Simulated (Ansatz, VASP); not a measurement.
# Sr: VASP beside Ansatz

```
Sr
1.0
     4.26970    0.00000    0.00000
     0.00000    4.26970    0.00000
     0.00000    0.00000   15.93130
Sr
4
Cartesian
  1.0674 1.0674 3.5000
  3.2023 3.2023 6.4572
  1.0674 1.0674 9.4741
  3.2023 3.2023 12.4313
```

Alike in both runs: task single point; functional PBE; k mesh 9 × 9 × 1; occupations fermi-dirac, width 0.05 eV; no spin polarisation.

```csv
,VASP,Ansatz
version,VASP 6.6.1,Ansatz 0.2.0
potentials or method,"VASP PAW PBE potentials, release 64 (Sr_sv), cutoff 520 eV","all-electron LAPW, scalar-relativistic"
```

VASP gave:

* rms of the force components (eV/Å): 0.006

**Question.** Estimate Ansatz's values.

**Answer.** rms of the force components (eV/Å): 0.005.

Atom by atom the forces differ by 0.001 eV/Å (rms over components). Ansatz ran all-electron here, and VASP with PAW potentials. Ansatz's warnings: vacuum below fermi, vacuum density over bound.
